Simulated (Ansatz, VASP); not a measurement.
# Hg in VASP and in Ansatz

File INCAR:

```
SYSTEM = Hg
  PREC = Accurate
  ENCUT = 600
  EDIFF = 1E-6
  ISMEAR = -1
  SIGMA = 0.05
  LREAL = .False.
  LASPH = .True.
  NELM = 80
  ALGO = Normal
  ISIF = 3
  LWAVE = .False.
  LCHARG = .False.
  GGA = CA
  IBRION = 2
  NSW = 45
  EDIFFG = -0.005
```

Contents of KPOINTS:

```
Automatic mesh
0
Gamma
  16 16 16
  0 0 0
```

Contents of POSCAR:

```
Hg
1.0
   -1.7804886812      1.7804886812      1.7804886812
    1.7804886812     -1.7804886812      1.7804886812
    1.7804886812      1.7804886812     -1.7804886812
Hg
1
Direct
    0.0000000000      0.0000000000      0.0000000000
```

Input for Ansatz:

```yaml
crystal:
  lattice:
    - [-1.7804886812, 1.7804886812, 1.7804886812]
    - [1.7804886812, -1.7804886812, 1.7804886812]
    - [1.7804886812, 1.7804886812, -1.7804886812]
  atoms:
    - { symbol: Hg, position: [0.0, 0.0, 0.0] }
kpoints:
  mp_grid: { grid: [16, 16, 16] }
scf:
  occupations: { method: fermi_dirac, width: 0.05 }
hamiltonian:
  xc: lda
  pseudopotentials: { kind: all_electron, lapw: { basis_error: 0.0005 } }
output:
  forces: true
  stress: true
  eigenvalues: true
  populations: true
relax:
  f_tol: 0.005
  max_steps: 25
  cell: {}
```

Alike in both runs: task relaxation of cell and atoms; functional LDA; k mesh 16 × 16 × 16; occupations fermi-dirac, width 0.05 eV; no spin polarisation.

|  | VASP | Ansatz |
| --- | --- | --- |
| version | VASP 6.6.1 | Ansatz 0.2.0 |
| potentials or method | VASP PAW LDA potentials, release 64 (Hg), cutoff 600 eV | all-electron LAPW, scalar-relativistic |

```tsv
	VASP	Ansatz	Ansatz less VASP
relaxed volume (Å³/atom)	22.88	22.58	-0.304
relaxed cell length with the largest relative difference (Å)	3.098	3.084	-0.0138
```

LDA's correlation is that of Perdew and Zunger in VASP and of Perdew and Wang (1992) in Ansatz. Ansatz ran all-electron here, and VASP with PAW potentials.

Spin-orbit coupling is off throughout.
